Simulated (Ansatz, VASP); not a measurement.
One calculation of Rh, two programs

```
CELL_PARAMETERS angstrom
0.00000 1.95860 1.95860
1.95860 0.00000 1.95860
1.95860 1.95860 0.00000
ATOMIC_POSITIONS crystal
Rh 0.00000 0.00000 0.00000
```

Change from the starting cell: strain +0.030 along x and y, +0.030 along z, atoms carried along.

Alike in both runs: task single point; functional PBE; k mesh 22 × 22 × 22; occupations gaussian, width 0.15 eV; no spin polarisation.

```csv
,VASP,Ansatz
version,VASP 6.6.1,Ansatz 0.2.0
potentials or method,"VASP PAW PBE potentials, release 64 (Rh_pv), cutoff 520 eV","scalar-relativistic, plane waves, PAW"
valence electrons in the cell,15,17
```

VASP gave:

```
gap on the k mesh at the Fermi level (eV) : none
pressure (GPa)                            : -14.4
```

**Question.** What did Ansatz give for the same quantities?

**Answer.** gap on the k mesh at the Fermi level (eV): none; pressure (GPa): -14.5.

A gap of «none» marks a metal or a gap that the smearing closes. VASP's potentials hold 15 valence electrons a cell and Ansatz's 17, so a difference there can come from the potentials and not from the codes.
